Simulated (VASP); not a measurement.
# W (Im-3m) in VASP: notebook

Aim: see how the results for W move with the level of theory and the settings. Levels: r2SCAN, r2SCAN+U, PBE. Tasks: single point.

Program: VASP 6.6.1. These are calculated values, not measurements. Logs are shortened: lines on timing, memory, paths and dates and some standing lists are left out, and cuts for length are marked.

### Step 1. The cell of the first run

It takes space group Im-3m (No. 229, cubic). The conventional cell has a = 3.184 Å, b = 3.184 Å, c = 3.184 Å, α = 90.00°, β = 90.00°, γ = 90.00°. W (site symmetry m-3m) has 14 W at 2.76 to 3.18 Å within 3.6 Å.

### Step 2. Single point, r2SCAN

Contents of POSCAR:

```
W
1.0
   -1.5917776927      1.5917776927      1.5917776927
    1.5917776927     -1.5917776927      1.5917776927
    1.5917776927      1.5917776927     -1.5917776927
W
1
Direct
    0.0000000000      0.0000000000      0.0000000000
```

Contents of INCAR.step1:

```
  PREC = Accurate
  ENCUT = 550
  ISMEAR = 0
  SIGMA = 0.1
  LREAL = F
  LASPH = T
  NELM = 120
  NBANDS = 13
  GGA = PE
  ALGO = Normal
  EDIFF = 1E-5
  LWAVE = T
  LCHARG = F
  GGA_COMPAT = F
```

Contents of INCAR.step2:

```
  PREC = Accurate
  ENCUT = 550
  EDIFF = 1E-6
  ISMEAR = 0
  SIGMA = 0.1
  LREAL = F
  LASPH = T
  NELM = 120
  ALGO = Normal
  ISIF = 2
  LWAVE = F
  LCHARG = T
  METAGGA = R2SCAN
  LMIXTAU = T
  LELF = T
  LVHAR = T
  NBANDS = 13
  ISTART = 1
  GGA_COMPAT = F
```

Contents of KPOINTS:

```
regular mesh
0
Gamma
  22 22 22
```

Potentials or basis: VASP PAW PBE potentials, release 64 (W_sv).

Launch:

```sh
$ cat potpaw_PBE.64/W_sv/POTCAR > POTCAR
$ cp INCAR.step1 INCAR
$ mpirun -np 1 vasp_std > vasp.out
$ cp INCAR.step2 INCAR
$ mpirun -np 1 vasp_std > vasp.out
```

OUTCAR:

```text
PREC = Accurate
   ENCUT = 550
   EDIFF = 1E-6
   ISMEAR = 0
   LREAL = F
   LASPH = T
   NELM = 120
   ISIF = 2
   METAGGA = R2SCAN
   ISTART = 1

 ion  position               nearest neighbor table
   1  0.000  0.000  0.000-

  LATTYP: Found a body centered cubic cell.
 ALAT       =     3.1835553854

  Lattice vectors:

 A1 = (  -1.5917776927,   1.5917776927,   1.5917776927)
 A2 = (   1.5917776927,  -1.5917776927,   1.5917776927)
 A3 = (   1.5917776927,   1.5917776927,  -1.5917776927)

Analysis of symmetry for initial positions (statically):
=====================================================================
 Subroutine PRICEL returns:
 Original cell was already a primitive cell.

 Routine SETGRP: Setting up the symmetry group for a
 body centered cubic supercell.

 Subroutine GETGRP returns: Found 48 space group operations
 (whereof 48 operations were pure point group operations)
 out of a pool of 48 trial point group operations.

The static configuration has the point symmetry O_h .

Analysis of symmetry for dynamics (positions and initial velocities):
=====================================================================
 Subroutine PRICEL returns:
 Original cell was already a primitive cell.

 Routine SETGRP: Setting up the symmetry group for a
 body centered cubic supercell.

 Subroutine GETGRP returns: Found 48 space group operations
 (whereof 48 operations were pure point group operations)
 out of a pool of 48 trial point group operations.

The dynamic configuration has the point symmetry O_h .

 Subroutine INISYM returns: Found 48 space group operations
 (whereof 48 operations are pure point group operations),
 and found     1 'primitive' translations

----------------------------------------------------------------------------------------

                                     Primitive cell

  volume of cell :      16.1327

  direct lattice vectors                    reciprocal lattice vectors
    -1.591777693  1.591777693  1.591777693     0.000000000  0.314114215  0.314114215
     1.591777693 -1.591777693  1.591777693     0.314114215  0.000000000  0.314114215
     1.591777693  1.591777693 -1.591777693     0.314114215  0.314114215  0.000000000

  length of vectors
     2.757039838  2.757039838  2.757039838     0.444224583  0.444224583  0.444224583

  position of ions in fractional coordinates (direct lattice)
     0.000000000  0.000000000  0.000000000

  ion indices of the primitive-cell ions
   primitive index   ion index
                 1           1

----------------------------------------------------------------------------------------

 KPOINTS: regular mesh

Automatic generation of k-mesh.
 Grid dimensions read from file:
 generate k-points for:   22   22   22

 Generating k-lattice:

  Cartesian coordinates                     Fractional coordinates (reciprocal lattice)
     0.000000000  0.014277919  0.014277919     0.045454545  0.000000000  0.000000000
     0.014277919  0.000000000  0.014277919     0.000000000  0.045454545  0.000000000
     0.014277919  0.014277919  0.000000000     0.000000000  0.000000000  0.045454545

  Length of vectors
     0.020192026  0.020192026  0.020192026

  Shift w.r.t. Gamma in fractional coordinates (k-lattice)
     0.000000000  0.000000000  0.000000000

 Subroutine IBZKPT returns following result:
 ===========================================

 Found    328 irreducible k-points:

 Following reciprocal coordinates:
            Coordinates               Weight
  0.000000  0.000000  0.000000      1.000000
  0.045455  0.000000  0.000000     12.000000
  0.090909  0.000000  0.000000     12.000000
  0.136364  0.000000  0.000000     12.000000
  0.181818  0.000000  0.000000     12.000000
  0.227273  0.000000  0.000000     12.000000
[... 16 lines left out ...]
  0.090909  0.090909  0.000000     24.000000
  0.136364  0.090909  0.000000     48.000000
 [... further k-points ...]
   k-points           NKPTS =    328   k-points in BZ     NKDIM =    328   number of bands    NBANDS=     13
   number of dos      NEDOS =    301   number of ions     NIONS =      1
   total plane-waves  NPLWV =  13824
   dimension x,y,z NGX =    24 NGY =   24 NGZ =   24
   dimension x,y,z NGXF=    48 NGYF=   48 NGZF=   48
   ions per type =               1
   NGX,Y,Z   is equivalent  to a cutoff of  14.47, 14.47, 14.47 a.u.
   NGXF,Y,Z  is equivalent  to a cutoff of  28.94, 28.94, 28.94 a.u.
 SYSTEM =  unknown system
   PREC   = accura    normal or accurate (medium, high low for compatibility)
   ISTART =      1    job   : 0-new  1-cont  2-samecut
   ICHARG =      0    charge: 1-file 2-atom 10-const
   ISPIN  =      1    spin polarized calculation?
   LNONCOLLINEAR =      F non collinear calculations
   LSORBIT =      F    spin-orbit coupling
   LASPH  =      T    aspherical Exc in radial PAW
   ENCUT  =  550.0 eV  40.42 Ry    6.36 a.u.   5.27  5.27  5.27*2*pi/ulx,y,z
   NELM   =    120;   NELMIN=  2; NELMDL=  0     # of ELM steps
   EDIFF  = 0.1E-05   stopping-criterion for ELM
   LREAL  =      F    real-space projection
   EDIFFG = 0.1E-04   stopping-criterion for IOM
   NSW    =      0    number of steps for IOM
   IBRION =     -1    ionic relax: 0-MD 1-quasi-New 2-CG
   NFREE  =      0    steps in history (QN), initial steepest desc. (CG)
   ISIF   =      2    stress and relaxation
   ISYM   =      2    0-nonsym 1-usesym 2-fastsym
   POTIM  = 0.5000    time-step for ionic-motion
   TEBEG  =    0.0;   TEEND  =   0.0 temperature during run
   PSTRESS=    0.0 pullay stress
   NELECT =      14.0000    total number of electrons
   NUPDOWN=      -1.0000    fix difference up-down
   EMIN   =  10.00;   EMAX   =-10.00  energy-range for DOS
   EFERMI =   0.00;   METHOD = LEGACY
   ISMEAR =     0;   SIGMA  =   0.10  broadening in eV -4-tet -1-fermi 0-gaus
   EFERMI_NEDOS =   21; number of points for ismear=-14 and -15
   IALGO  =     38    algorithm
   IMIX   =      4    mixing-type and parameters
     AMIX     =   0.40;   BMIX     =  1.00
     AMIX_MAG =   1.60;   BMIX_MAG =  1.00
  volume/ion in A,a.u.               =      16.13       108.87
  Fermi-wavevector in a.u.,A,eV,Ry     =   1.561523  2.950851 33.175828  2.438355
  Thomas-Fermi vector in A             =   2.664576
   LORBIT       =      0    0 simple, 1 ext, 2 COOP (PROOUT), +10 PAW based schemes
   METAGGA = R2SCAN    functional components
   LHFCALC =     F    Hartree Fock is set to
   AEXX    =    0.0000 exact exchange contribution
   IVDW    =     0    specifies the selected vdW correction
   LEPSILON=     F    determine dielectric tensor
   LRPA    =     F    only Hartree local field effects (RPA)
 non-spin polarized calculation
 Gauss-broadening in eV      SIGMA  =   0.10
  energy-cutoff  :      550.00
  volume of cell :       16.13
 maximum number of plane-waves:       490
 NGX is ok and might be reduce to    24
   NGX = 11   NGY = 11   NGZ = 11

 number of electron      14.0000002 magnetization

 Free energy of the ion-electron system (eV)
  ---------------------------------------------------
  ext. energy  EPLUGINS =         0.00000000
  ---------------------------------------------------
  free energy    TOTEN  =       -51.35076144 eV

  energy without entropy =      -51.34872738  energy(sigma->0) =      -51.34974441

 E-fermi :  11.0137     XC(G=0): -14.8465

 val. band max:       11.0070229636   @ k =  -0.1364   0.1818   0.0455
 cond. band min:      11.0189228854   @ k =   0.0909   0.0455   0.0455
 fundamental gap:      0.0118999217
 Fermi energy:        11.0136768029

 k-point     1 :       0.0000    0.0000    0.0000
  band No.  band energies     occupation
      1     -65.1044      2.00000
      2     -27.9907      2.00000
      3     -27.9907      2.00000
      4     -27.9907      2.00000
      5       1.0075      2.00000
      6       9.7826      2.00000
      7       9.7826      2.00000
      8       9.7826      2.00000
      9      13.5592      0.00000
     10      13.5592      0.00000
     11      26.2564      0.00000
     12      26.2564      0.00000
     13      26.2564      0.00000

 k-point     2 :       0.0455    0.0000    0.0000
  band No.  band energies     occupation
      1     -65.1017      2.00000
      2     -28.0192      2.00000
      3     -27.9996      2.00000
      4     -27.9909      2.00000
      5       1.1104      2.00000
      6       9.7192      2.00000
      7       9.7685      2.00000
      8       9.8810      2.00000
      9      13.4540      0.00000
     10      13.5587      0.00000
     11      26.3444      0.00000
     12      26.4318      0.00000
     13      26.5052      0.00000

 k-point     3 :       0.0909    0.0000    0.0000
  band No.  band energies     occupation
      1     -65.0935      2.00000
      2     -28.1015      2.00000
      3     -28.0252      2.00000
      4     -27.9912      2.00000
      5       1.4117      2.00000
      6       9.5391      2.00000
      7       9.7139      2.00000
      8      10.1738      2.00000
      9      13.1994      0.00000
     10      13.5609      0.00000
     11      26.5793      0.00000
     12      26.9470      0.00000
     13      27.1725      0.00000
[... 305 lines left out ...]
 k-point    23 :       0.0909    0.0909    0.0000
  band No.  band energies     occupation
      1     -65.0732      2.00000
      2     -28.3010      2.00000
      3     -28.0633      2.00000
      4     -28.0178      2.00000
      5       2.1654      2.00000
      6       9.2265      2.00000
      7       9.3576      2.00000
      8      11.0041      1.10718
      9      12.7199      0.00000
     10      13.6912      0.00000
     11      27.1511      0.00000
     12      28.0213      0.00000
     13      28.3940      0.00000

 k-point    24 :       0.1364    0.0909    0.0000
  band No.  band energies     occupation
      1     -65.0571      2.00000
      2     -28.4487      2.00000
      3     -28.1113      2.00000
      4     -28.0260      2.00000
      5       2.7629      2.00000
      6       8.9367      2.00000
      7       9.1283      2.00000
      8      11.6927      0.00000
      9      12.5446      0.00000
     10      13.8070      0.00000
     11      27.4401      0.00000
     12      28.3470      0.00000
     13      29.0906      0.00000

 [... further k-points ...]

------------------------ aborting loop because EDIFF is reached ----------------------------------------

  FORCE on cell =-STRESS in cart. coord.  units (eV):
  Direction    XX          YY          ZZ          XY          YZ          ZX
  --------------------------------------------------------------------------------------
  -------------------------------------------------------------------------------------
  Total       -0.3182458     -0.3182458     -0.3182458      0.0000000     -0.0000000      0.0000000
  in kB      -31.6057406    -31.6057406    -31.6057406      0.0000000     -0.0000000      0.0000000
  external PRESSURE =     -31.6057406 kB  Pullay stress =       0.0000000 kB

 VOLUME and BASIS-vectors are now :
 -----------------------------------------------------------------------------
  energy-cutoff  :      550.00
  volume of cell :       16.13
      direct lattice vectors                 reciprocal lattice vectors
    -1.591777693  1.591777693  1.591777693     0.000000000  0.314114215  0.314114215
     1.591777693 -1.591777693  1.591777693     0.314114215  0.000000000  0.314114215
     1.591777693  1.591777693 -1.591777693     0.314114215  0.314114215  0.000000000

 POSITION                                       TOTAL-FORCE (eV/Angst)
 -----------------------------------------------------------------------------------
      0.00000      0.00000      0.00000         0.000000     -0.000000     -0.000000
 -----------------------------------------------------------------------------------
    total drift:                                0.000000      0.000000      0.000000

  FREE ENERGIE OF THE ION-ELECTRON SYSTEM (eV)
  ---------------------------------------------------
  free  energy   TOTEN  =       -51.3507614431 eV

  energy  without entropy=      -51.3487273796  energy(sigma->0) =      -51.34974441
```

Run time: 76 s. Hardware: 1 thread of Intel Xeon 6975P-C (Granite Rapids), shared host; peak memory 0.2 GiB.

What came out:

```yaml
Free_energy: -51.3508 eV
Pressure: -3.2 GPa
Band_gap_on_the_k_mesh: zero (bands 7 and 8 overlap by 6.46 eV)
```

Caveat: the cell stands under tension; the PAW data sets were made with another functional, which shifts forces and pressure a little; spin-orbit coupling is left out, which moves the levels of the heavy elements.

### Step 3. Single point, r2SCAN

Contents of POSCAR:

```
W
1.0
   -1.5917776925      1.5917776925      1.5917776925
    1.5917776925     -1.5917776925      1.5917776925
    1.5917776925      1.5917776925     -1.5917776925
W
1
Direct
    0.0000000000      0.0000000000      0.0000000000
```

Contents of INCAR.step1:

```
ALGO     = Normal         # electronic algorithm
EDIFF    = 1E-4           # SCF threshold, eV
ENCUT    = 520            # plane-wave cutoff, eV
GGA      = PE             # functional
ISMEAR   = 0              # smearing method
LASPH    = True           # aspherical terms in the spheres
LCHARG   = False          # write CHGCAR
LREAL    = False          # projectors in reciprocal space
LWAVE    = True           # write WAVECAR
NBANDS   = 13             # bands
NELM     = 60             # most SCF steps
PREC     = Accurate       # precision mode
SIGMA    = 0.1            # smearing width, eV
```

Contents of INCAR.step2:

```
ALGO     = Normal         # electronic algorithm
EDIFF    = 1E-6           # SCF threshold, eV
ENCUT    = 520            # plane-wave cutoff, eV
ISIF     = 2              # what is computed and relaxed
ISMEAR   = 0              # smearing method
ISTART   = 1            
LASPH    = True           # aspherical terms in the spheres
LCHARG   = False          # write CHGCAR
LMIXTAU  = True         
LREAL    = False          # projectors in reciprocal space
LWAVE    = False          # write WAVECAR
METAGGA  = R2SCAN         # meta-GGA
NBANDS   = 13             # bands
NELM     = 60             # most SCF steps
PREC     = Accurate       # precision mode
SIGMA    = 0.1            # smearing width, eV
```

Contents of KPOINTS:

```
k-points
0
Gamma
  18 18 18
```

Potentials or basis: VASP PAW PBE potentials, release 64 (W_sv).

Launch:

```sh
$ cat potpaw_PBE.64/W_sv/POTCAR > POTCAR
$ cp INCAR.step1 INCAR
$ mpirun -np 1 vasp_std > vasp.out
$ cp INCAR.step2 INCAR
$ mpirun -np 1 vasp_std > vasp.out
```

It took 93 s on 1 thread of AMD EPYC 9R45 (Zen 5), shared host; peak memory 0.14 GiB.

It converged, with:

* Free energy: -51.3462 eV
* Pressure: -3.2 GPa
* Band gap on the k mesh: zero (bands 7 and 8 overlap by 6.46 eV)

Levels at points of the mesh, in eV from the Fermi level:
| k point | band 4 | band 5 | band 6 | band 7 | band 8 | band 9 | band 10 | band 11 |
| --- | --- | --- | --- | --- | --- | --- | --- | --- |
| (0.00, 0.00, 0.00) | -39.01 | -10.02 | -1.24 | -1.24 | -1.24 | 2.53 | 2.53 | 15.23 |
| (0.50, 0.00, 0.00) | -39.02 | -6.43 | -3.65 | 0.47 | 2.36 | 3.39 | 6.19 | 11.38 |
| (0.50, 0.50, 0.50) | -39.92 | -5.86 | -5.86 | 5.22 | 5.22 | 5.22 | 8.41 | 8.41 |

Caveat: the cell stands under tension; the PAW data sets were made with another functional, which shifts forces and pressure a little; spin-orbit coupling is left out, which moves the levels of the heavy elements.

### Step 4. Single point, r2SCAN+U

POSCAR is that of step 3.

Contents of INCAR.step1:

```
  PREC = Accurate
  ENCUT = 520
  ISMEAR = 0
  SIGMA = 0.1
  LREAL = F
  LASPH = T
  NELM = 150
  LMAXMIX = 4
  LDAU = T
  LDAUTYPE = 2
  LDAUL = 2
  LDAUU = 4
  LDAUJ = 0
  NBANDS = 13
  GGA = PE
  ALGO = Normal
  EDIFF = 1E-4
  LWAVE = T
  LCHARG = F
```

Contents of INCAR.step2:

```
  PREC = Accurate
  ENCUT = 520
  EDIFF = 1E-6
  ISMEAR = 0
  SIGMA = 0.1
  LREAL = F
  LASPH = T
  NELM = 150
  ALGO = Normal
  ISIF = 2
  LWAVE = F
  LCHARG = T
  LMAXMIX = 4
  LDAU = T
  LDAUTYPE = 2
  LDAUL = 2
  LDAUU = 4
  LDAUJ = 0
  LDAUPRINT = 1
  METAGGA = R2SCAN
  LMIXTAU = T
  LELF = T
  LVHAR = T
  NBANDS = 13
  ISTART = 1
```

Contents of KPOINTS:

```
regular mesh
0
Gamma
  18 18 18
```

Launch:

```sh
$ cat potpaw_PBE.64/W_sv/POTCAR > POTCAR
$ cp INCAR.step1 INCAR
$ mpirun -np 1 vasp_std > vasp.out
$ cp INCAR.step2 INCAR
$ mpirun -np 1 vasp_std > vasp.out
```

Run time: 90 s. Hardware: 1 thread of AMD EPYC 9R45 (Zen 5), shared host; peak memory 0.14 GiB.

Results (log left out):

```
Free energy            : -47.0703 eV
Pressure               : 9.2 GPa
Band gap on the k mesh : zero (bands 7 and 8 overlap by 6.47 eV)
```

Levels at points of the mesh, in eV from the Fermi level:
| k point | band 3 | band 4 | band 5 | band 6 | band 7 | band 8 | band 9 | band 10 | band 11 | band 12 |
| --- | --- | --- | --- | --- | --- | --- | --- | --- | --- | --- |
| (0.00, 0.00, 0.00) | -39.40 | -39.40 | -10.29 | -1.23 | -1.23 | -1.23 | 3.26 | 3.26 | 14.96 | 14.96 |
| (0.50, 0.00, 0.00) | -39.82 | -39.41 | -6.40 | -3.65 | 0.19 | 2.90 | 4.18 | 6.22 | 11.28 | 11.79 |
| (0.50, 0.50, 0.50) | -40.30 | -40.30 | -5.34 | -5.34 | 5.24 | 5.24 | 5.24 | 8.11 | 8.11 | 8.11 |

Eigenvalues of the final occupation matrices:
```csv
site,spin,trace,eigenvalues
site 1 d,1,1.62,0.21 0.21 0.40 0.40 0.40
site 1 d,2,1.62,0.21 0.21 0.40 0.40 0.40
```

Caveat: the cell stands under pressure; the PAW data sets were made with another functional, which shifts forces and pressure a little; spin-orbit coupling is left out, which moves the levels of the heavy elements; U without spin polarisation on a metal has little footing; the U is typed as a test and isn't derived for this compound.

(Part 1 of 2 ends here.)
